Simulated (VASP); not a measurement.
Runs of VASP 6.6.1 on GaAs. The structure is that of space group Pm-3m (No. 221), or close to it. The cells are those of the table. 

```tsv
task	level	cell	k mesh	cutoff (eV)	gap on the mesh (eV)	pressure (GPa)	relaxed volume (Å³/atom)
single point	r2SCAN+rVV10	a = 3.313 Å, 2 atoms	8 × 8 × 8	520	none	0.1	-
relaxation of cell and atoms	PBEsol	relaxed from a = 3.101 Å, 2 atoms	6 × 6 × 6	600	-	-0.1	18.12
relaxation of cell and atoms	r2SCAN+rVV10	relaxed from a = 3.306 Å, 2 atoms	8 × 8 × 8	600	-	0.0	(a)
single point	PBEsol	a = 3.306 Å, 2 atoms	6 × 6 × 6	520	none	0.2	-
```

Alike in all rows: potentials or basis VASP PAW PBE potentials, release 64 (Ga_d, As); no spin polarisation; smearing fermi-dirac 0.03 eV.

Question: Fill in the values left out.

Answer: (a) 18.22.

Caveats: the PAW data sets were made with another functional, which shifts forces and pressure a little; the bands computed are all filled at some k points, so no gap is given (some runs); the volume moved by over 15 % at a fixed basis, so the end points are rough (some runs).

A k mesh can miss the band edges, and the runs leave out spin-orbit coupling on As, Ga.

A gap of «none» marks levels without a gap at the run's occupations.
